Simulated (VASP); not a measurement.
# Be2C (Fm-3m) in VASP: further runs, part 2 of 2

VASP 6.6.1.

**4. Single point, PBE+D3(BJ)**

This run uses another cell than the first one, of 6.49 Å³/atom, 1.091 times its volume.

The input, INCAR:

```
PREC     = Accurate       # precision mode
ENCUT    = 600            # plane-wave cutoff, eV
EDIFF    = 1E-6           # SCF threshold, eV
ISMEAR   = 0              # smearing method
SIGMA    = 0.01           # smearing width, eV
LREAL    = F              # projectors in reciprocal space
LASPH    = T              # aspherical terms in the spheres
NELM     = 120            # most SCF steps
ALGO     = Normal         # electronic algorithm
ISIF     = 2              # what is computed and relaxed
LWAVE    = F              # write WAVECAR
LCHARG   = T              # write CHGCAR
GGA      = PE             # functional
IVDW     = 12             # dispersion correction
LELF     = T              # ELF
LVHAR    = T            
NBANDS   = 11             # bands
GGA_COMPAT= F
```

The input, KPOINTS:

```
regular mesh
0
Gamma
  8 8 8
```

The input, POSCAR:

```
Be2C
1.0
    0.0000000000      2.1357396564      2.1357396564
    2.1357396564      0.0000000000      2.1357396564
    2.1357396564      2.1357396564      0.0000000000
Be C
2 1
Direct
    0.2500000000      0.2500000000      0.2500000000
    0.7500000000      0.7500000000      0.7500000000
    0.0000000000      0.0000000000      0.0000000000
```

Potentials or basis: VASP PAW PBE potentials, release 64 (Be, C).

Launch:

```
cat potpaw_PBE.64/Be/POTCAR potpaw_PBE.64/C/POTCAR > POTCAR
mpirun -np 1 vasp_std > vasp.out
```

OUTCAR:

```text
PREC = Accurate
   ENCUT = 600
   EDIFF = 1E-6
   ISMEAR = 0
   LREAL = F
   LASPH = T
   NELM = 120
   ISIF = 2
   GGA = PE
   IVDW = 12
 IVDW          = 12

 ion  position               nearest neighbor table
   1  0.250  0.250  0.250-   3 1.85   3 1.85   3 1.85   3 1.85   2 2.14   2 2.14   2 2.14   2 2.14
                             2 2.14   2 2.14
   2  0.750  0.750  0.750-   3 1.85   3 1.85   3 1.85   3 1.85   1 2.14   1 2.14   1 2.14   1 2.14
                             1 2.14   1 2.14
   3  0.000  0.000  0.000-   2 1.85   2 1.85   2 1.85   1 1.85   2 1.85   1 1.85   1 1.85   1 1.85

  LATTYP: Found a face centered cubic cell.
 ALAT       =     4.2714793128

  Lattice vectors:

 A1 = (   0.0000000000,   2.1357396564,   2.1357396564)
 A2 = (   2.1357396564,   0.0000000000,   2.1357396564)
 A3 = (   2.1357396564,   2.1357396564,   0.0000000000)

Analysis of symmetry for initial positions (statically):
=====================================================================
 Subroutine PRICEL returns:
 Original cell was already a primitive cell.

 Routine SETGRP: Setting up the symmetry group for a
 face centered cubic supercell.

 Subroutine GETGRP returns: Found 48 space group operations
 (whereof 48 operations were pure point group operations)
 out of a pool of 48 trial point group operations.

The static configuration has the point symmetry O_h .

Analysis of symmetry for dynamics (positions and initial velocities):
=====================================================================
 Subroutine PRICEL returns:
 Original cell was already a primitive cell.

 Routine SETGRP: Setting up the symmetry group for a
 face centered cubic supercell.

 Subroutine GETGRP returns: Found 48 space group operations
 (whereof 48 operations were pure point group operations)
 out of a pool of 48 trial point group operations.

The dynamic configuration has the point symmetry O_h .

 Subroutine INISYM returns: Found 48 space group operations
 (whereof 48 operations are pure point group operations),
 and found     1 'primitive' translations

[... 126 lines left out ...]
   LRPA    =     F    only Hartree local field effects (RPA)
 non-spin polarized calculation
 Gauss-broadening in eV      SIGMA  =   0.01
  energy-cutoff  :      600.00
  volume of cell :       19.48
 maximum number of plane-waves:       660
   NGX = 13   NGY = 13   NGZ = 13

 number of electron       7.9999999 magnetization

 Free energy of the ion-electron system (eV)
  ---------------------------------------------------
  ext. energy  EPLUGINS =         0.00000000
  ---------------------------------------------------
  free energy    TOTEN  =       -17.43384852 eV

  energy without entropy =      -17.43384852  energy(sigma->0) =      -17.43384852

 E-fermi :   8.1803     XC(G=0): -11.5968

 val. band max:        8.1262218009   @ k =   0.0000   0.0000   0.0000
 cond. band min:       9.3005722521   @ k =   0.5000   0.5000   0.0000
 fundamental gap:      1.1743504512
 Fermi energy:         8.1803247405

 k-point     1 :       0.0000    0.0000    0.0000
  band No.  band energies     occupation
      1      -7.2113      2.00000
      2       8.1262      2.00000
      3       8.1262      2.00000
      4       8.1262      2.00000
      5      12.3297      0.00000
      6      12.3297      0.00000
      7      12.3297      0.00000
      8      15.3276      0.00000
      9      21.6117      0.00000
     10      21.6117      0.00000
     11      21.6117      0.00000
[... 309 lines left out ...]
 k-point    24 :      -0.3750    0.2500    0.1250
  band No.  band energies     occupation
      1      -3.7817      2.00000
      2      -0.1538      2.00000
      3       3.8988      2.00000
      4       4.6185      2.00000
      5      13.3921      0.00000
      6      14.9420      0.00000
      7      18.2824      0.00000
      8      19.0648      0.00000
      9      20.6088      0.00000
     10      22.2374      0.00000
     11      26.1268      0.00000

 [... further k-points ...]

------------------------ aborting loop because EDIFF is reached ----------------------------------------

 Edisp (eV)   -0.97556

 E8    (eV) :    -0.3256

  FORCE on cell =-STRESS in cart. coord.  units (eV):
  Direction    XX          YY          ZZ          XY          YZ          ZX
  --------------------------------------------------------------------------------------
  -------------------------------------------------------------------------------------
  Total       0.08803     0.08803     0.08803     0.00000     0.00000     0.00000
  in kB       7.23878     7.23878     7.23878     0.00000     0.00000     0.00000
  external pressure =        7.24 kB  Pullay stress =        0.00 kB

 VOLUME and BASIS-vectors are now :
 -----------------------------------------------------------------------------
  energy-cutoff  :      600.00
  volume of cell :       19.48
      direct lattice vectors                 reciprocal lattice vectors
     0.000000000  2.135739656  2.135739656    -0.234110931  0.234110931  0.234110931
     2.135739656  0.000000000  2.135739656     0.234110931 -0.234110931  0.234110931
     2.135739656  2.135739656  0.000000000     0.234110931  0.234110931 -0.234110931

 POSITION                                       TOTAL-FORCE (eV/Angst)
 -----------------------------------------------------------------------------------
      1.06787      1.06787      1.06787        -0.000000      0.000000     -0.000000
      3.20361      3.20361      3.20361        -0.000000     -0.000000      0.000000
      0.00000      0.00000      0.00000         0.000000      0.000000      0.000000
 -----------------------------------------------------------------------------------
    total drift:                               -0.000000     -0.000000      0.000000

  FREE ENERGIE OF THE ION-ELECTRON SYSTEM (eV)
  ---------------------------------------------------
  free  energy   TOTEN  =       -18.4094117735 eV

  energy  without entropy=      -18.4094117735  energy(sigma->0) =      -18.40941177
```

OSZICAR:

```text
N       E                     dE             d eps       ncg     rms          rms(c)
DAV:   1     0.483619674994E+01    0.48362E+01   -0.41992E+03   638   0.746E+02
DAV:   2    -0.178502281677E+02   -0.22686E+02   -0.21411E+02   833   0.132E+02
DAV:   3    -0.185831636947E+02   -0.73294E+00   -0.72950E+00   831   0.181E+01
DAV:   4    -0.185872835216E+02   -0.41198E-02   -0.41192E-02   737   0.161E+00
DAV:   5    -0.185873033619E+02   -0.19840E-04   -0.19840E-04   822   0.977E-02    0.547E+00
DAV:   6    -0.175046772969E+02    0.10826E+01   -0.30472E+00   671   0.842E+00    0.219E+00
DAV:   7    -0.174435478101E+02    0.61129E-01   -0.20553E-01   786   0.314E+00    0.130E+00
DAV:   8    -0.174340244421E+02    0.95234E-02   -0.11680E-02   677   0.125E+00    0.204E-01
DAV:   9    -0.174338472042E+02    0.17724E-03   -0.25362E-04   750   0.106E-01    0.116E-01
DAV:  10    -0.174338492976E+02   -0.20934E-05   -0.13274E-04   753   0.810E-02    0.107E-02
DAV:  11    -0.174338486207E+02    0.67691E-06   -0.16608E-05   765   0.216E-02    0.271E-03
DAV:  12    -0.174338485217E+02    0.98996E-07   -0.65162E-07   397   0.604E-03
   1 F= -.18409412E+02 E0= -.18409412E+02  d E =-.640815E-17
```

stdout:

```text
POSCAR found type information on POSCAR BeC
 POSCAR found :  2 types and       3 ions
 scaLAPACK will be used
 LDA part: xc-table for (Slater+PW92), standard interpolation
 POSCAR, INCAR and KPOINTS ok, starting setup
 FFT: planning ... GRIDC
 FFT: planning ... GRID_SOFT
 FFT: planning ... GRID
 WAVECAR not read
 entering main loop
```

It took 5.3 s on 1 thread of Intel Xeon Platinum 8559C (Emerald Rapids), shared host; peak memory 0.15 GiB.

Results:

```
Free energy                : -18.4094 eV
Pressure                   : 0.7 GPa
Band gap on the k mesh     : 1.17 eV, indirect (least direct gap 4.20 eV)
Dispersion energy per atom : -0.325 eV
```

A k mesh can miss the band edges.

**5. Single point, PBE+D3(BJ)**

This run uses another cell than the first one, of 6.77 Å³/atom, 1.136 times its volume.

The input, INCAR:

```
PREC = Accurate
ENCUT = 600
EDIFF = 1E-6
ISMEAR = 0
SIGMA = 0.01
LREAL = F
LASPH = T
NELM = 120
ALGO = Normal
ISIF = 2
LWAVE = F
LCHARG = F
GGA = PE
IVDW = 12
NBANDS = 11
GGA_COMPAT = F
```

KPOINTS is that of step 4.

The input, POSCAR:

```
Be2C
1.0
    0.0000000000      2.1650000000      2.1650000000
    2.1650000000      0.0000000000      2.1650000000
    2.1650000000      2.1650000000      0.0000000000
Be C
2 1
Direct
    0.2500000000      0.2500000000      0.2500000000
    0.7500000000      0.7500000000      0.7500000000
    0.0000000000      0.0000000000      0.0000000000
```

Launch:

```
cat potpaw_PBE.64/Be/POTCAR potpaw_PBE.64/C/POTCAR > POTCAR
mpirun -np 1 vasp_std > vasp.out
```

Run time: 3.7 s. Hardware: 1 thread of Intel Xeon Platinum 8559C (Emerald Rapids), shared host; peak memory 0.15 GiB.

Results (log left out):

| Property | Result |
| --- | --- |
| Free energy | -18.3924 eV |
| Pressure | -7.5 GPa |
| Band gap on the k mesh | 1.16 eV, indirect (least direct gap 4.13 eV) |
| Dispersion energy per atom | -0.312 eV |

Levels at points of the mesh, in eV from the valence-band top:
| k point | band 2 | band 3 | band 4 | band 5 | band 6 | band 7 |
| --- | --- | --- | --- | --- | --- | --- |
| (0.00, 0.00, 0.00) | 0.00 | 0.00 | 0.00 | 4.13 | 4.13 | 4.13 |
| (0.50, 0.00, 0.00) | -8.72 | -1.83 | -1.83 | 5.00 | 5.00 | 7.00 |
| (0.50, 0.50, 0.00) | -6.77 | -4.72 | -4.72 | 1.16 | 5.72 | 13.24 |

A k mesh can miss the band edges. As with any semilocal functional, this PBE gap is likely too small.

**6. Single point, PBE+D3(BJ)**

This run uses another cell than the first one, of 7.04 Å³/atom, 1.182 times its volume.

The input, INCAR:

```
ALGO = Normal ; EDIFF = 1E-6
ENCUT = 600 ; GGA = PE
GGA_COMPAT = F ; ISIF = 2
ISMEAR = 0 ; IVDW = 12
LASPH = T ; LCHARG = F
LREAL = F ; LWAVE = F
NBANDS = 11 ; NELM = 120
PREC = Accurate ; SIGMA = 0.01
```

The input, KPOINTS:

```
k-points
0
Gamma
  8 8 8
```

The input, POSCAR:

```
Be2C
1.0
    0.0000000000      2.1934901093      2.1934901093
    2.1934901093      0.0000000000      2.1934901093
    2.1934901093      2.1934901093      0.0000000000
Be C
2 1
Direct
    0.2500000000      0.2500000000      0.2500000000
    0.7500000000      0.7500000000      0.7500000000
    0.0000000000      0.0000000000      0.0000000000
```

Potentials or basis: VASP PAW PBE potentials, release 64 (Be, C).

Launch:

```
cat potpaw_PBE.64/Be/POTCAR potpaw_PBE.64/C/POTCAR > POTCAR
mpirun -np 1 vasp_std > vasp.out
```

Run time: 6.8 s. Hardware: 1 thread of Intel Xeon Platinum 8559C (Emerald Rapids), shared host; peak memory 0.16 GiB.

Results (log left out):

* Free energy: -18.3373 eV
* Pressure: -14.3 GPa
* Band gap on the k mesh: 1.14 eV, indirect (least direct gap 4.05 eV)
* Dispersion energy per atom: -0.300 eV

Levels at points of the mesh, in eV from the valence-band top:
```tsv
k point	band 1	band 2	band 3	band 4	band 5	band 6	band 7	band 8	band 9
(0.00, 0.00, 0.00)	-14.75	0.00	0.00	0.00	4.05	4.05	4.05	6.32	12.86
(0.50, 0.00, 0.00)	-11.98	-8.48	-1.77	-1.77	4.93	4.93	6.59	9.57	14.08
(0.50, 0.50, 0.00)	-11.24	-6.63	-4.57	-4.57	1.14	5.46	12.83	12.83	14.71
```

A k mesh can miss the band edges.

**7. Overview**

| cell | gap on the mesh (eV) | pressure (GPa) |
| --- | --- | --- |
| a = 2.934 Å, angles 60.0°, 3 atoms | 1.21 | 22.6 |
| a = 2.978 Å, angles 60.0°, 3 atoms | 1.19 | 10.6 |
| a = 3.020 Å, angles 60.0°, 3 atoms | 1.17 | 0.7 |
| a = 3.062 Å, angles 60.0°, 3 atoms | 1.16 | -7.5 |
| a = 3.102 Å, angles 60.0°, 3 atoms | 1.14 | -14.3 |

Alike in all rows: task single point; level PBE+D3(BJ); potentials or basis VASP PAW PBE potentials, release 64 (Be, C); no spin polarisation; k mesh 8 × 8 × 8; cutoff (eV) 600; smearing gaussian 0.01 eV.

Total energies depend on the potentials used, so only differences within one code and one set of settings carry meaning.
